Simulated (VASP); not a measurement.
# MgO (Fm-3m) in VASP: a series of runs, part 2 of 2

VASP 6.6.1. The steps go on from the part before.

### Step 4. Dielectric tensor, r2SCAN

This run uses another cell than the first one, of 9.29 Å³/atom, 1.130 times its volume.

INCAR

```
SYSTEM = MgO
PREC = Accurate
ENCUT = 520
EDIFF = 1E-8
ISMEAR = 0
SIGMA = 0.01
LREAL = .FALSE.
LASPH = .TRUE.
NELM = 80
ALGO = Normal
ISIF = 2
LWAVE = .FALSE.
LCHARG = .FALSE.
METAGGA = R2SCAN
LMIXTAU = .TRUE.
LCALCEPS = .TRUE.
```

KPOINTS

```
regular mesh
0
G
  8 8 8
  0 0 0
```

POSCAR

```
MgO
1.0
    0.0000000000      2.1021674155      2.1021674155
    2.1021674155      0.0000000000      2.1021674155
    2.1021674155      2.1021674155      0.0000000000
Mg O
1 1
Direct
    0.0000000000      0.0000000000      0.0000000000
    0.5000000000      0.5000000000      0.5000000000
```

Potentials or basis: VASP PAW PBE potentials, release 64 (Mg, O).

Started as:

```bash
$ cat potpaw_PBE.64/Mg/POTCAR potpaw_PBE.64/O/POTCAR > POTCAR
$ mpirun -np 1 vasp_std > vasp.out
```

OUTCAR:

```text
SYSTEM = MgO
   PREC = Accurate
   ENCUT = 520
   EDIFF = 1E-8
   ISMEAR = 0
   LREAL = .FALSE.
   LASPH = .TRUE.
   NELM = 80
   ISIF = 2
   METAGGA = R2SCAN

 ion  position               nearest neighbor table
   1  0.000  0.000  0.000-   2 2.10   2 2.10   2 2.10   2 2.10   2 2.10   2 2.10
   2  0.500  0.500  0.500-   1 2.10   1 2.10   1 2.10   1 2.10   1 2.10   1 2.10

  LATTYP: Found a face centered cubic cell.
 ALAT       =     4.2043348310

  Lattice vectors:

 A1 = (   0.0000000000,   2.1021674155,   2.1021674155)
 A2 = (   2.1021674155,   0.0000000000,   2.1021674155)
 A3 = (   2.1021674155,   2.1021674155,   0.0000000000)

Analysis of symmetry for initial positions (statically):
=====================================================================
 Subroutine PRICEL returns:
 Original cell was already a primitive cell.

 Routine SETGRP: Setting up the symmetry group for a
 face centered cubic supercell.

 Subroutine GETGRP returns: Found 48 space group operations
 (whereof 48 operations were pure point group operations)
 out of a pool of 48 trial point group operations.

The static configuration has the point symmetry O_h .

Analysis of symmetry for dynamics (positions and initial velocities):
=====================================================================
 Subroutine PRICEL returns:
 Original cell was already a primitive cell.

 Routine SETGRP: Setting up the symmetry group for a
 face centered cubic supercell.

 Subroutine GETGRP returns: Found 48 space group operations
 (whereof 48 operations were pure point group operations)
 out of a pool of 48 trial point group operations.

[... 414 lines left out ...]
      1     -14.0032      2.00000
      2      -1.2022      2.00000
      3       0.8624      2.00000
      4       1.8031      2.00000
      5   10000.0000      0.00000
      6   10000.0000      0.00000
      7   10000.0000      0.00000
      8   10000.0000      0.00000

 [... further k-points ...]

------------------------ aborting loop because EDIFF is reached ----------------------------------------

            Ionic dipole moment: p[ion]=(   -12.61300   -12.61300   -12.61300 ) |e| Angst

 Total electronic dipole moment: p[elc]=(     0.00000     0.00000     0.00197 ) |e| Angst

 MACROSCOPIC STATIC DIELECTRIC TENSOR (including local field effects)
 ------------------------------------------------------
           2.923065     0.000000     0.000000
           0.000000     2.923065     0.000000
          -0.000000     0.000000     2.923065
 ------------------------------------------------------

 PIEZOELECTRIC TENSOR (including local field effects) (e Angst)
          XX          YY          ZZ          XY          YZ          ZX
  --------------------------------------------------------------------------------
  x     0.00000     0.00000     0.00000     0.00000     0.00000     0.00000
  y     0.00000     0.00000     0.00000     0.00000     0.00000     0.00000
  z     0.00000     0.00000     0.00000     0.00000     0.00000     0.00000

 PIEZOELECTRIC TENSOR (including local field effects) (C/m^2)
          XX          YY          ZZ          XY          YZ          ZX
  --------------------------------------------------------------------------------
  x     0.00000     0.00000     0.00000     0.00000     0.00000     0.00000
  y     0.00000     0.00000     0.00000     0.00000     0.00000     0.00000
  z     0.00000     0.00000     0.00000     0.00000     0.00000     0.00000

 BORN EFFECTIVE CHARGES (including local field effects) (in |e|, cummulative output)
 ---------------------------------------------------------------------------------
 ion    1
    1     1.94189    -0.00000     0.00000
    2     0.00000     1.94189     0.00000
    3    -0.00000    -0.00000     1.94189
 ion    2
    1    -1.94189     0.00000    -0.00000
    2    -0.00000    -1.94189    -0.00000
    3     0.00000     0.00000    -1.94189

  FORCE on cell =-STRESS in cart. coord.  units (eV):
  Direction    XX          YY          ZZ          XY          YZ          ZX
  --------------------------------------------------------------------------------------
  -------------------------------------------------------------------------------------
  Total       -0.1319409     -0.1319409     -0.1319409     -0.0000000     -0.0000000      0.0000000
  in kB      -11.3777945    -11.3777945    -11.3777945     -0.0000000     -0.0000000      0.0000000
  external PRESSURE =     -11.3777945 kB  Pullay stress =       0.0000000 kB

 VOLUME and BASIS-vectors are now :
 -----------------------------------------------------------------------------
  energy-cutoff  :      520.00
  volume of cell :       18.58
      direct lattice vectors                 reciprocal lattice vectors
     0.000000000  2.102167415  2.102167415    -0.237849753  0.237849753  0.237849753
     2.102167415  0.000000000  2.102167415     0.237849753 -0.237849753  0.237849753
     2.102167415  2.102167415  0.000000000     0.237849753  0.237849753 -0.237849753

 POSITION                                       TOTAL-FORCE (eV/Angst)
 -----------------------------------------------------------------------------------
      0.00000      0.00000      0.00000         0.000000      0.000000      0.000000
      2.10217      2.10217      2.10217         0.000000      0.000000     -0.000000
 -----------------------------------------------------------------------------------
    total drift:                               -0.000000     -0.000000      0.000000

  FREE ENERGIE OF THE ION-ELECTRON SYSTEM (eV)
  ---------------------------------------------------
  free  energy   TOTEN  =       -16.1610929939 eV

  energy  without entropy=      -16.1610929939  energy(sigma->0) =      -16.16109299
```

OSZICAR:

```text
N       E                     dE             d eps       ncg     rms          rms(c)
DAV:   1     0.947087622685E+01    0.94709E+01   -0.50175E+03   536   0.912E+02
DAV:   2    -0.194493589931E+02   -0.28920E+02   -0.26481E+02   584   0.148E+02
DAV:   3    -0.198429169906E+02   -0.39356E+00   -0.39356E+00   560   0.200E+01
[... 13 lines left out ...]
DMP:   7    -0.161610929069E+02   -0.12577E-06   -0.86798E-07  1200   0.177E-06   0.769E-07
DMP:   8    -0.161610929462E+02   -0.39324E-07   -0.35741E-07  1200   0.100E-06  -0.208E-07
DMP:   9    -0.161610929644E+02   -0.18252E-07   -0.29874E-07  1200   0.738E-07   0.175E-08
DMP:  10    -0.161610929840E+02   -0.19579E-07   -0.17893E-07  1200   0.327E-07   0.231E-07
DMP:  11    -0.161610929939E+02   -0.99169E-08   -0.49388E-08  1200   0.984E-08   0.482E-08
   1 F= -.16161093E+02 E0= -.16161093E+02  d E =-.185583E-19
```

It took 5 min on 1 thread of Intel Xeon 6975P-C (Granite Rapids), shared host; peak memory 0.24 GiB.

Results:

* Band gap on the k mesh: 5.66 eV, direct
* Electronic dielectric tensor (diagonal): 2.92
* Born charges (mean of the diagonal): Mg +1.94; O -1.94 e

Electronic dielectric tensor:
```
2.92 0.00 0.00
0.00 2.92 0.00
0.00 0.00 2.92
```

Born effective charge tensors (e):
atom 1, Mg
```
1.94 0.00 0.00
0.00 1.94 0.00
0.00 0.00 1.94
```
atom 2, O
```
-1.94  0.00  0.00
 0.00 -1.94  0.00
 0.00  0.00 -1.94
```

Dipole moments of the cell (e·Å, modulo the quantum): ionic -12.613, -12.613, -12.613; electronic 0.000, 0.000, 0.002

Caveat: the PAW data sets were made with another functional, which shifts forces and pressure a little.

### Step 5. Summary

| cell | gap on the mesh (eV) |
| --- | --- |
| a = 2.854 Å, angles 60.0°, 2 atoms | 7.01 |
| a = 2.884 Å, angles 60.0°, 2 atoms | 6.65 |
| a = 2.973 Å, angles 60.0°, 2 atoms | 5.66 |

Alike in all rows: task dielectric tensor; level r2SCAN; potentials or basis VASP PAW PBE potentials, release 64 (Mg, O); no spin polarisation; k mesh 8 × 8 × 8; cutoff (eV) 520; smearing gaussian 0.01 eV.

Caveats: the PAW data sets were made with another functional, which shifts forces and pressure a little.

Total energies depend on the potentials used, so only differences within one code and one set of settings carry meaning.
